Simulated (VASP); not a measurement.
## SmNb: relaxation of shape and atoms at fixed volume with PBE

Crystal: SmNb.

```
CELL_PARAMETERS angstrom
3.48143 0.00000 0.00000
0.00000 3.48143 0.00000
0.00000 0.00000 8.16645
ATOMIC_POSITIONS crystal
Sm 0.50000 0.00000 0.82533
Sm 0.00000 0.50000 0.17467
Nb 0.50000 0.00000 0.42123
Nb 0.00000 0.50000 0.57877
```

```
Program                : VASP 6.6.1
Task                   : relaxation of shape and atoms at fixed volume
Functional             : PBE
Potentials or basis    : VASP PAW PBE potentials, release 64 (Sm_3, Nb_sv), 4f in core
Cutoff                 : 500 eV
k mesh                 : 10 × 10 × 6
Occupations            : gaussian, width 0.1 eV
Spin                   : no spin polarisation
Dipole correction      : no
Further INCAR settings : ALGO = Normal; EDIFF = 1e-07; IBRION = 2; EDIFFG = -0.01; NSW = 50; ISIF = 4
```

```yaml
Energy_gained_by_relaxing: 1.6 meV/atom
Ionic_steps: 8
Pressure_after_relaxing: 1.9 GPa
Largest_force_after_relaxing: 0.007 eV/Å
Band_gap_on_the_k_mesh: zero (bands 24 and 25 overlap by 1.16 eV)
```

Forces on the atoms (eV/Å):
```
Sm   0.000  0.000  0.003
Sm   0.000  0.000 -0.003
Nb   0.000  0.000  0.007
Nb   0.000  0.000 -0.007
```

Step by step:
```
step  energy change (eV)  largest force (eV/Å)  pressure (GPa)  volume (Å³)
   1              0.0000                0.1841            2.70        98.98
   2             -0.0040                0.1049            2.36        98.98
   3             -0.0048                0.0642            2.09        98.98
   4             -0.0048                0.0684            2.14        98.98
   5             -0.0058                0.0459            2.07        98.98
   6             -0.0065                0.0206            2.00        98.98
   7             -0.0061                0.0305            1.86        98.98
   8             -0.0066                0.0071            1.95        98.98
```

Final structure:
```
Sm Nb
1.0
     3.48738    0.00000    0.00000
     0.00000    3.48738    0.00000
     0.00000    0.00000    8.13861
Sm Nb
2 2
Direct
  0.50000 0.00000 0.82881
  0.00000 0.50000 0.17119
  0.50000 0.00000 0.41961
  0.00000 0.50000 0.58039
```

Levels at points of the mesh, in eV from the Fermi level:
```csv
k point,band 21,band 22,band 23,band 24,band 25,band 26,band 27,band 28
"(0.00, 0.00, 0.00)",-2.14,-0.45,-0.22,-0.02,0.68,0.68,1.07,1.07
"(0.50, 0.00, 0.00)",-1.10,-1.10,-0.26,-0.26,0.26,0.26,2.04,2.04
"(0.50, 0.50, 0.00)",-0.96,-0.96,-0.93,-0.93,-0.23,-0.23,2.64,2.64
"(0.00, 0.00, 0.50)",-2.08,-1.10,-0.02,0.71,0.71,0.80,0.83,0.83
"(0.50, 0.00, 0.50)",-1.04,-1.04,-0.14,-0.14,0.61,0.61,1.48,1.48
"(0.50, 0.50, 0.50)",-1.63,-1.63,-0.68,-0.68,0.86,0.86,1.54,1.54
```

Wall time 9.5 min on 1 thread of Intel(R) Xeon(R) 6975P-C (Granite Rapids), with other jobs on the host, peak memory 0.35 GiB.

Caveat: spin-orbit coupling is left out, which moves the levels of the heavy elements; the 4f electrons are frozen in the core, so they carry no moment and show no levels. Spin polarisation is off, so any magnetic state and its effect on volume and gap are missing.
